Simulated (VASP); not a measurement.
Input of a VASP 6.6.1 run:

The input INCAR:

```
SYSTEM = Si
ALGO = Normal ; EDIFF = 1E-7
ENCUT = 520 ; GGA = PE
ISIF = 2 ; ISMEAR = 0
LASPH = .True. ; LCHARG = .True.
LELF = .True. ; LREAL = .False.
LVHAR = .True. ; LWAVE = .False.
NBANDS = 11 ; NELM = 100
PREC = Accurate ; SIGMA = 0.05
```

File KPOINTS:

```
k-points
0
Gamma
  8 8 8
  0 0 0
```

POSCAR

```
Si
1.0
    0.0000000000      2.6391603742      2.9263229020
    2.6391603742      0.0000000000      2.9263229020
    2.6391603742      2.6391603742      0.0000000000
Si
2
Direct
    0.5000000000      0.5000000000      0.5000000000
    0.7500000000      0.7500000000      0.7500000000
```

Potentials or basis: VASP PAW PBE potentials, release 64 (Si).

The run is started by

```console
$ cat potpaw_PBE.64/Si/POTCAR > POTCAR
$ mpirun -np 1 vasp_std > vasp.out
```

Question: Predict the band gap on the k mesh.

Answer: 0.08 eV (least direct gap 1.76 eV).

Question: Predict the pressure.

Answer: 0.0 GPa.

Stress tensor (GPa, compression positive):
```
 3.86  0.00  0.00
 0.00  3.86  0.00
 0.00  0.00 -7.75
```

Caveat: the cell differs from its parent crystal (strain +e along x and -e along y +0.0000, strain +e along z and -e/2 along x and y +0.0700); the stress differs along the axes, from -8 to 4 GPa; semilocal functionals underestimate gaps, and a narrow one can read as zero. A k mesh can miss the band edges.
